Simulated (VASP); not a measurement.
## BP: single point with r2SCAN

Crystal: BP.

```
B P
1.0
     0.00000    2.25766    2.26900
     2.25766    0.00000    2.26900
     2.25766    2.25766    0.00000
B P
1 1
Direct
  0.00000 0.00000 0.00000
  0.75000 0.75000 0.75000
```

This cell differs from its parent crystal: strain -0.0050 x Voigt [1, 1, 0, 0, 0, 0].

```yaml
Program: VASP 6.6.1
Task: single point
Functional: r2SCAN
Potentials_or_basis: VASP PAW PBE potentials, release 64 (B, P)
Cutoff: 520 eV
k_mesh: 10 × 10 × 10
Occupations: gaussian, width 0.05 eV
Spin: no spin polarisation
```

* Pressure: 1.0 GPa
* Band gap on the k mesh: 1.39 eV, indirect (least direct gap 3.63 eV)

Stress tensor (GPa, compression positive):
```
1.54 0.00 0.00
0.00 1.54 0.00
0.00 0.00 0.06
```

Levels at points of the mesh, in eV from the valence-band top:
```tsv
k point	band 1	band 2	band 3	band 4	band 5	band 6	band 7	band 8
(0.00, 0.00, 0.00)	-16.37	-0.05	0.00	0.00	3.63	3.63	3.66	8.15
(0.50, 0.00, 0.00)	-12.84	-9.59	-1.93	-1.86	4.18	5.00	5.04	10.94
(0.50, 0.50, 0.00)	-11.19	-9.23	-4.36	-4.36	1.54	1.93	13.15	13.15
(0.50, 0.00, 0.50)	-11.14	-9.18	-4.42	-4.41	1.48	1.86	13.08	13.20
```

Wall time 29 s on 1 thread of Intel(R) Xeon(R) 6975P-C (Granite Rapids), with other jobs on the host, peak memory 0.14 GiB.

Caveat: the cell differs from its parent crystal (strain -0.0050 x Voigt [1, 1, 0, 0, 0, 0]); the PAW data sets were made with another functional, which shifts forces and pressure a little. A k mesh can miss the band edges.
